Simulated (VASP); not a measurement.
# Y4Zn15Cu in VASP: notebook

Runs on Y4Zn15Cu. Level: PBE. Tasks: single point.

All numbers are computed with VASP 6.6.1; they aren't measurements. Logs are shortened: lines on timing, memory, paths and dates and some standing lists are left out, and cuts for length are marked.

### Step 1. The cell of the first run

The cell holds an amorphous packing of atoms, 20 atoms: a = 7.082 Å, b = 7.538 Å, c = 7.094 Å, α = 89.40°, β = 90.70°, γ = 89.14°.

### Step 2. Single point, PBE

The input, INCAR:

```
SYSTEM = Y4Zn15Cu
PREC = Accurate
ENCUT = 520
EDIFF = 1E-6
ISMEAR = -1
SIGMA = 0.1181
LREAL = Auto
LASPH = .True.
NELM = 100
ALGO = Normal
ISIF = 2
LWAVE = .False.
LCHARG = .False.
GGA = PE
ISYM = 0
NBANDS = 134
```

The input, KPOINTS:

```
Automatic mesh
0
Gamma
  1 1 1
  0.25 0.25 0.25
```

The input, POSCAR:

```
Y4Zn15Cu
1.0
    7.0818900000      0.0552270000     -0.0432260000
    0.0552270000      7.5375120000      0.0381650000
   -0.0432260000      0.0381650000      7.0938070000
Zn Y Cu
15 4 1
Direct
    0.6655559242      0.5326068798      0.1307112498
    0.9897217013      0.6656107170      0.9067436818
    0.8038698799      0.5085650845      0.4685510464
    0.1921239248      0.6542888827      0.5996139751
    0.7728279981      0.3130831340      0.8212537281
    0.1998793013      0.4015137400      0.8684038360
    0.1541947135      0.6134275222      0.2101920392
    0.9575171779      0.2997448842      0.1110058216
    0.5691535263      0.9605277441      0.3526519243
    0.6327657900      0.6617857867      0.7649138015
    0.8792014621      0.8307200543      0.4219039130
    0.3681383303      0.7523134160      0.0062733742
    0.6913897449      0.9831349525      0.7958107216
    0.4586247589      0.6669581757      0.3947668798
    0.8606960998      0.1635370643      0.5068191251
    0.1905788088      0.0147728136      0.2618798559
    0.4821850958      0.2292957016      0.0062953309
    0.1361295567      0.0016576737      0.7966523576
    0.4279674268      0.3089382334      0.5022665111
    0.7861300486      0.8698624975      0.0942586900
```

Potentials or basis: VASP PAW PBE potentials, release 64 (Zn, Y_sv, Cu).

On the command line:

```console
cat potpaw_PBE.64/Zn/POTCAR potpaw_PBE.64/Y_sv/POTCAR potpaw_PBE.64/Cu/POTCAR > POTCAR
mpirun -np 1 vasp_std > vasp.out
```

OUTCAR:

```text
SYSTEM = Y4Zn15Cu
   PREC = Accurate
   ENCUT = 520
   EDIFF = 1E-6
   ISMEAR = -1
   LREAL = Auto
   LASPH = .True.
   NELM = 100
   ISIF = 2
   GGA = PE
   ISYM = 0

 ion  position               nearest neighbor table
   1  0.666  0.533  0.131-   3 2.58  14 2.60   8 2.70  20 2.70  10 2.77  12 2.79  17 2.79   5 2.87
                             2 2.99  19 3.57
   2  0.990  0.666  0.907-   7 2.46   6 2.49  20 2.50   4 2.62  10 2.71  12 2.85  18 2.86   1 2.99

   3  0.804  0.509  0.469-  11 2.51   1 2.58  15 2.64  10 2.70  14 2.75   5 2.90  19 3.09
   4  0.192  0.654  0.600-  14 2.40   2 2.62   6 2.68   7 2.79  11 2.84  18 3.00  19 3.16  16 3.60

   5  0.773  0.313  0.821-   8 2.42  17 2.54  13 2.57  15 2.59  10 2.82   1 2.87   3 2.90  19 3.31
                            18 3.46
   6  0.200  0.402  0.868-   2 2.49  17 2.55   8 2.57   4 2.68   7 2.94  18 3.10  19 3.15
   7  0.154  0.613  0.210-  12 2.36   2 2.46  14 2.55   4 2.79   8 2.85   6 2.94  11 2.96  16 3.07
                            19 3.60
   8  0.958  0.300  0.111-   5 2.42   6 2.57   1 2.70   7 2.85  16 2.88  18 3.42  17 3.49
   9  0.569  0.961  0.353-  14 2.38  11 2.43  20 2.50  16 2.77  15 2.81  19 3.00  17 3.22
  10  0.633  0.662  0.765-  13 2.48  12 2.64   3 2.70   2 2.71   1 2.77   5 2.82  14 2.89  19 3.58

  11  0.879  0.831  0.422-  20 2.42   9 2.43   3 2.51  15 2.59   4 2.84  16 2.86   7 2.96  18 3.47

  12  0.368  0.752  0.006-   7 2.36  10 2.64   1 2.79   2 2.85  18 2.87  14 2.89  16 2.97  17 3.70

  13  0.691  0.983  0.796-  20 2.36  10 2.48   5 2.57  15 2.75  17 2.81  18 3.15  19 3.68
  14  0.459  0.667  0.395-   9 2.38   4 2.40   7 2.55   1 2.60   3 2.75  19 2.81  12 2.89  10 2.89
                            16 3.33
  15  0.861  0.164  0.507-  11 2.59   5 2.59   3 2.64  13 2.75   9 2.81  18 3.05  16 3.13  19 3.24

  16  0.191  0.015  0.262-   9 2.77  11 2.86   8 2.88  12 2.97   7 3.07  15 3.13  17 3.21  19 3.28
                            20 3.29  18 3.32  14 3.33   4 3.60  18 3.82
  17  0.482  0.229  0.006-   5 2.54   6 2.55   1 2.79  13 2.81  16 3.21   9 3.22  18 3.35  20 3.48
                             8 3.49  19 3.60  19 3.63  12 3.70
  18  0.136  0.002  0.797-   2 2.86  12 2.87   4 3.00  15 3.05   6 3.10  13 3.15  16 3.32  17 3.35
                             8 3.42  20 3.43   5 3.46  11 3.47  19 3.76  16 3.82
  19  0.428  0.309  0.502-  14 2.81   9 3.00   3 3.09   6 3.15   4 3.16  15 3.24  16 3.28   5 3.31
                             1 3.57  10 3.58  17 3.60   7 3.60  17 3.63  13 3.68  18 3.76
  20  0.786  0.870  0.094-  13 2.36  11 2.42   2 2.50   9 2.50   1 2.70  16 3.29  18 3.43  17 3.48

IMPORTANT INFORMATION: All symmetrisations will be switched off!
NOSYMM: (Re-)initialisation of all symmetry stuff for point group C_1.

----------------------------------------------------------------------------------------

                                     Primitive cell

  volume of cell :     378.6200

  direct lattice vectors                    reciprocal lattice vectors
     7.081890000  0.055227000 -0.043226000     0.141218633 -0.001039088  0.000866104
     0.055227000  7.537512000  0.038165000    -0.001039088  0.132681032 -0.000720162
    -0.043226000  0.038165000  7.093807000     0.000866104 -0.000720162  0.140977182

  length of vectors
     7.082237251  7.537810938  7.094041359     0.141225111  0.132687055  0.140981682

  position of ions in fractional coordinates (direct lattice)
     0.665555924  0.532606880  0.130711250
     0.989721701  0.665610717  0.906743682
     0.803869880  0.508565084  0.468551046
     0.192123925  0.654288883  0.599613975
     0.772827998  0.313083134  0.821253728
     0.199879301  0.401513740  0.868403836
[... 12 lines left out ...]
     0.427967427  0.308938233  0.502266511
     0.786130049  0.869862498  0.094258690

  ion indices of the primitive-cell ions
   primitive index   ion index
                 1           1
                 2           2
                 3           3
                 4           4
                 5           5
                 6           6
[... 12 lines left out ...]
                19          19
                20          20

----------------------------------------------------------------------------------------

 KPOINTS: Automatic mesh

Automatic generation of k-mesh.
 Grid dimensions read from file:
 generate k-points for:    1    1    1

 Generating k-lattice:

  Cartesian coordinates                     Fractional coordinates (reciprocal lattice)
     0.141218633 -0.001039088  0.000866104     1.000000000  0.000000000  0.000000000
    -0.001039088  0.132681032 -0.000720162    -0.000000000  1.000000000 -0.000000000
     0.000866104 -0.000720162  0.140977182     0.000000000  0.000000000  1.000000000

  Length of vectors
     0.141225111  0.132687055  0.140981682

  Shift w.r.t. Gamma in fractional coordinates (k-lattice)
     0.250000000  0.250000000  0.250000000

 Subroutine IBZKPT returns following result:
 ===========================================

 Found      1 irreducible k-points:

 Following reciprocal coordinates:
            Coordinates               Weight
  0.250000  0.250000  0.250000      2.000000
   k-points           NKPTS =      1   k-points in BZ     NKDIM =      1   number of bands    NBANDS=    134
   number of dos      NEDOS =    301   number of ions     NIONS =     20
   total plane-waves  NPLWV = 163296
   dimension x,y,z NGX =    54 NGY =   56 NGZ =   54
   dimension x,y,z NGXF=   108 NGYF=  112 NGZF=  108
   ions per type =              15   4   1
   NGX,Y,Z   is equivalent  to a cutoff of  12.68, 12.35, 12.65 a.u.
   NGXF,Y,Z  is equivalent  to a cutoff of  25.35, 24.70, 25.31 a.u.
 SYSTEM =  Y4Zn15Cu
   PREC   = accura    normal or accurate (medium, high low for compatibility)
   ISTART =      0    job   : 0-new  1-cont  2-samecut
   ICHARG =      2    charge: 1-file 2-atom 10-const
   ISPIN  =      1    spin polarized calculation?
   LNONCOLLINEAR =      F non collinear calculations
   LSORBIT =      F    spin-orbit coupling
   LASPH  =      T    aspherical Exc in radial PAW
   ENCUT  =  520.0 eV  38.22 Ry    6.18 a.u.  13.17 14.02 13.19*2*pi/ulx,y,z
   NELM   =    100;   NELMIN=  2; NELMDL= -5     # of ELM steps
   EDIFF  = 0.1E-05   stopping-criterion for ELM
   LREAL  =      T    real-space projection
   EDIFFG = 0.1E-04   stopping-criterion for IOM
   NSW    =      0    number of steps for IOM
   IBRION =     -1    ionic relax: 0-MD 1-quasi-New 2-CG
   NFREE  =      0    steps in history (QN), initial steepest desc. (CG)
   ISIF   =      2    stress and relaxation
   ISYM   =      0    0-nonsym 1-usesym 2-fastsym
   POTIM  = 0.5000    time-step for ionic-motion
   TEBEG  =    0.0;   TEEND  =   0.0 temperature during run
   PSTRESS=    0.0 pullay stress
   NELECT =     235.0000    total number of electrons
   NUPDOWN=      -1.0000    fix difference up-down
   EMIN   =  10.00;   EMAX   =-10.00  energy-range for DOS
   EFERMI =   0.00;   METHOD = LEGACY
   ISMEAR =    -1;   SIGMA  =   0.12  broadening in eV -4-tet -1-fermi 0-gaus
   EFERMI_NEDOS =   21; number of points for ismear=-14 and -15
   IALGO  =     38    algorithm
   IMIX   =      4    mixing-type and parameters
     AMIX     =   0.40;   BMIX     =  1.00
     AMIX_MAG =   1.60;   BMIX_MAG =  1.00
  volume/ion in A,a.u.               =      18.93       127.75
  Fermi-wavevector in a.u.,A,eV,Ry     =   1.396464  2.638933 26.532863  1.950110
  Thomas-Fermi vector in A             =   2.519815
   LORBIT       =      0    0 simple, 1 ext, 2 COOP (PROOUT), +10 PAW based schemes
   GGA     = PE    functional components
   LHFCALC =     F    Hartree Fock is set to
   AEXX    =    0.0000 exact exchange contribution
   IVDW    =     0    specifies the selected vdW correction
   LEPSILON=     F    determine dielectric tensor
   LRPA    =     F    only Hartree local field effects (RPA)
 non-spin polarized calculation
  energy-cutoff  :      520.00
  volume of cell :      378.62
 maximum number of plane-waves:     10191
 NGX is ok and might be reduce to    54
   NGX = 27   NGY = 29   NGZ = 27

 number of electron     235.0000017 magnetization

 Free energy of the ion-electron system (eV)
  ---------------------------------------------------
  ext. energy  EPLUGINS =         0.00000000
  ---------------------------------------------------
  free energy    TOTEN  =       -44.77263312 eV

  energy without entropy =      -44.22287905  energy(sigma->0) =      -44.49775608

 E-fermi :   3.0257     XC(G=0): -10.6868

 val. band max:        3.0033073767   @ k =   0.2500   0.2500   0.2500
 cond. band min:       3.1893879410   @ k =   0.2500   0.2500   0.2500
 fundamental gap:      0.1860805643
 Fermi energy:         3.0256715870

 k-point     1 :       0.2500    0.2500    0.2500
  band No.  band energies     occupation
      1     -39.8429      2.00000
      2     -39.7218      2.00000
      3     -39.4222      2.00000
      4     -39.2677      2.00000
      5     -19.9461      2.00000
      6     -19.9033      2.00000
[... 121 lines left out ...]
    128       4.8148      0.00000
    129       4.9965      0.00000
 [bands above 129 left out]

------------------------ aborting loop because EDIFF is reached ----------------------------------------

  FORCE on cell =-STRESS in cart. coord.  units (eV):
  Direction    XX          YY          ZZ          XY          YZ          ZX
  --------------------------------------------------------------------------------------
  -------------------------------------------------------------------------------------
  Total        7.7395642     15.0840430      2.8619488     -3.2463002     -6.1427321     -3.3700333
  in kB       32.7509226     63.8299924     12.1106903    -13.7371205    -25.9937302    -14.2607125
  external PRESSURE =      36.2305351 kB  Pullay stress =       0.0000000 kB

 VOLUME and BASIS-vectors are now :
 -----------------------------------------------------------------------------
  energy-cutoff  :      520.00
  volume of cell :      378.62
      direct lattice vectors                 reciprocal lattice vectors
     7.081890000  0.055227000 -0.043226000     0.141218633 -0.001039088  0.000866104
     0.055227000  7.537512000  0.038165000    -0.001039088  0.132681032 -0.000720162
    -0.043226000  0.038165000  7.093807000     0.000866104 -0.000720162  0.140977182

 POSITION                                       TOTAL-FORCE (eV/Angst)
 -----------------------------------------------------------------------------------
      4.73716      4.05628      0.91880         0.426052      0.467572     -0.145772
      7.00666      5.10631      6.41489        -0.497190     -0.022557     -0.212233
      5.70075      3.89559      3.30847         0.220314     -0.730952      0.289332
      1.37082      4.96521      4.27021        -0.707695      0.032331      0.233206
      5.45487      2.43389      5.80436         1.173376      1.022492     -1.753632
      1.40016      3.07060      6.16697        -1.242606      0.430579     -1.062263
[... 12 lines left out ...]
      3.02617      2.37143      3.55627        -0.008416     -0.549573      0.896417
      5.61125      6.60361      0.66787         0.306108      0.091751     -0.166068
 -----------------------------------------------------------------------------------
    total drift:                               -0.002481     -0.001051      0.003092

  FREE ENERGIE OF THE ION-ELECTRON SYSTEM (eV)
  ---------------------------------------------------
  free  energy   TOTEN  =       -44.7726331159 eV

  energy  without entropy=      -44.2228790502  energy(sigma->0) =      -44.49775608
```

It took 1.8 min on 1 thread of Intel Xeon 6975P-C (Granite Rapids), shared host; peak memory 0.42 GiB.

What came out:

```yaml
Free_energy: -44.7726 eV
Pressure: 3.6 GPa
Largest_force: 2.950 eV/Å
```

Forces in eV/Å, atoms in the order of the input:
```
Zn   0.426  0.468 -0.146
Zn  -0.497 -0.023 -0.212
Zn   0.220 -0.731  0.289
Zn  -0.708  0.032  0.233
Zn   1.173  1.022 -1.754
Zn  -1.243  0.431 -1.062
Zn  -1.026 -1.029  0.964
Zn   0.076  0.290  0.755
Zn   0.084  1.203  0.038
Zn  -0.448 -0.669 -0.244
Zn   0.730 -0.252  0.924
Zn   1.401  0.394 -0.530
Zn  -0.333  0.019 -1.239
Zn   0.516  0.195 -0.106
Zn   0.315  0.132 -0.663
Y   -0.903 -0.711  0.517
Y   -0.039 -1.536  2.518
Y   -0.043  1.224 -1.013
Y   -0.008 -0.550  0.896
Cu   0.306  0.092 -0.166
```

Stress tensor (GPa, compression positive):
```
 3.28 -1.37 -1.43
-1.37  6.38 -2.60
-1.43 -2.60  1.21
```

Caveat: the k points lie up to 0.89 Å⁻¹ apart.

(Part 1 of 3 ends here.)
